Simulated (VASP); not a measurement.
# Zr: single point with PBE

Crystal: Zr.

```xyz
8
Lattice="5.6950 0.0000 0.0000 0.0000 5.6950 0.0000 0.0000 0.0000 5.6950" Properties=species:S:1:pos:R:3 pbc="T T T"
Zr    5.6950    0.0000    0.0000
Zr    2.8475    2.8475    2.8475
Zr    1.4238    0.0000    2.8475
Zr    4.2713    5.6950    2.8475
Zr    2.8475    1.4238    0.0000
Zr    2.8475    4.2713    0.0000
Zr    0.0000    2.8475    1.4238
Zr    0.0000    2.8475    4.2713
```

```
Program                : VASP 6.6.1
Task                   : single point
Functional             : PBE
Potentials or basis    : VASP PAW PBE potentials, release 64 (Zr_sv)
Cutoff                 : 520 eV
k mesh                 : 5 × 5 × 5
Occupations            : fermi-dirac, width 0.1 eV
Spin                   : no spin polarisation
Dipole correction      : no
Further INCAR settings : ALGO = Normal; EDIFF = 1e-07; NBANDS = 58
```

```yaml
Pressure: 0.0 GPa
Band_gap_on_the_k_mesh: zero (band 48 reaches 8.82 eV, above the bottom of band 49 at 8.50 eV)
```

Levels at points of the mesh, in eV from the Fermi level:
| k point | band 46 | band 47 | band 48 | band 49 | band 50 | band 51 |
| --- | --- | --- | --- | --- | --- | --- |
| (0.00, 0.00, 0.00) | -0.45 | -0.28 | -0.15 | -0.15 | -0.15 | 0.07 |

It took 120 s on 1 thread of Intel(R) Xeon(R) Platinum 8488C (Sapphire Rapids) (shared host), peak memory 0.28 GiB.
